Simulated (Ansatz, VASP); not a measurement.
Two plane-wave programs on PCS4

Contents of INCAR:

```
SYSTEM = PCS4
ALGO = Normal ; EDIFF = 1E-6
ENCUT = 520 ; GGA = PE
ISIF = 2 ; ISMEAR = 0
IVDW = 12 ; LASPH = .True.
LCHARG = .True. ; LELF = .True.
LREAL = .False. ; LVHAR = .True.
LWAVE = .False. ; NBANDS = 26
NELM = 60 ; PREC = Accurate
SIGMA = 0.1
```

Contents of KPOINTS:

```
k-points
0
Gamma
  6 6 4
  0 0 0
```

POSCAR

```
PCS4
1.0
    4.7688293800      0.0000000000      0.0000000000
   -2.3844146900      4.1299273900      0.0000000000
    0.0000000000      0.0000000000      7.0150654500
P C S
1 1 4
Direct
    0.0000000000      0.0000000000      0.5000000000
    0.0000000000      0.0000000000      0.0000000000
    0.0000000000      0.0000000000      0.1983785800
    0.0000000000      0.0000000000      0.8016214200
    0.3333333300      0.6666666700      0.0000000000
    0.6666666700      0.3333333300      0.0000000000
```

Input for Ansatz:

```yaml
crystal:
  lattice:
    - [4.76882938, 0.0, 0.0]
    - [-2.38441469, 4.12992739, 0.0]
    - [0.0, 0.0, 7.01506545]
  atoms:
    - { symbol: P, position: [0.0, 0.0, 0.5] }
    - { symbol: C, position: [0.0, 0.0, 0.0] }
    - { symbol: S, position: [0.0, 0.0, 0.19837858] }
    - { symbol: S, position: [0.0, 0.0, 0.80162142] }
    - { symbol: S, position: [0.33333333, 0.66666667, 0.0] }
    - { symbol: S, position: [0.66666667, 0.33333333, 0.0] }
basis:
  ecutwfc: 420
kpoints:
  mp_grid: { grid: [6, 6, 4] }
hamiltonian:
  xc: pbe
  dispersion: d3bj
scf:
  occupations: { method: gaussian, width: 0.1 }
  lower_state_search: "off"
output:
  forces: true
  stress: true
  eigenvalues: true
```

Alike in both runs: task single point; functional PBE; dispersion D3(BJ); k mesh 6 × 6 × 4; occupations gaussian, width 0.1 eV; no spin polarisation.

|  | VASP | Ansatz |
| --- | --- | --- |
| version | VASP 6.6.1 | Ansatz 0.2.0 |
| potentials or method | VASP PAW PBE potentials, release 64 (P, C, S), cutoff 520 eV | scalar-relativistic, plane waves, PAW |
| valence electrons in the cell | 33 | 33 |

```csv
,VASP,Ansatz,Ansatz less VASP
gap on the k mesh at the Fermi level (eV),none,none,-
pressure (GPa),17.3,18.2,+0.88
"traceless stress, the component that is largest in VASP (GPa)",32.20,33.72,+1.524
rms of the force components (eV/Å),4.510,4.752,+0.2423
```

Atom by atom the forces differ by 0.242 eV/Å (rms over components). A gap of «none» marks a metal or a gap that the smearing closes.
